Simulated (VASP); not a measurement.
Set up this calculation in VASP 6.6.1, as the native input.

| Quantity | Value |
| --- | --- |
| Task | single point |
| Functional | PBEsol |
| Potentials or basis | VASP PAW PBE potentials, release 64 (In_d, P) |
| Cutoff | 500 eV |
| k mesh | 6 × 6 × 6 |
| Occupations | gaussian, width 0.05 eV |
| Spin | no spin polarisation |
| Dipole correction | no |
| Further INCAR settings | ALGO = Normal; EDIFF = 1e-06; NBANDS = 16 |

The structure of InP lies in POSCAR:

```
InP
1.0
    0.0000000000      2.9538133435      2.9538133435
    2.9538133435      0.0000000000      2.9538133435
    2.9538133435      2.9538133435      0.0000000000
In P
1 1
Direct
    0.0000000000      0.0000000000      0.0000000000
    0.2500000000      0.2500000000      0.2500000000
```

One way to write it, as run:

INCAR

```
SYSTEM = InP
PREC = Accurate
ENCUT = 500
EDIFF = 1E-6
ISMEAR = 0
SIGMA = 0.05
LREAL = .FALSE.
LASPH = .TRUE.
NELM = 120
ALGO = Normal
ISIF = 2
LWAVE = .FALSE.
LCHARG = .FALSE.
GGA = PS
NBANDS = 16
GGA_COMPAT = .FALSE.
```

KPOINTS

```
Automatic mesh
0
G
  6 6 6
  0 0 0
```

Potentials or basis: VASP PAW PBE potentials, release 64 (In_d, P).

The run is started by

```console
$ cat potpaw_PBE.64/In_d/POTCAR potpaw_PBE.64/P/POTCAR > POTCAR
$ mpirun -np 1 vasp_std > vasp.out
```

Results of the run:

| Item | Value |
| --- | --- |
| Pressure | -1.0 GPa |
| Band gap on the k mesh | 0.48 eV, direct |

Caveat: the PAW data sets were made with another functional, which shifts forces and pressure a little; spin-orbit coupling is left out, which moves the levels of the heavy elements.

Wall time 8.3 s on 1 thread of AMD EPYC 7R13 Processor (Zen 3), on a shared host, peak memory 0.14 GiB.
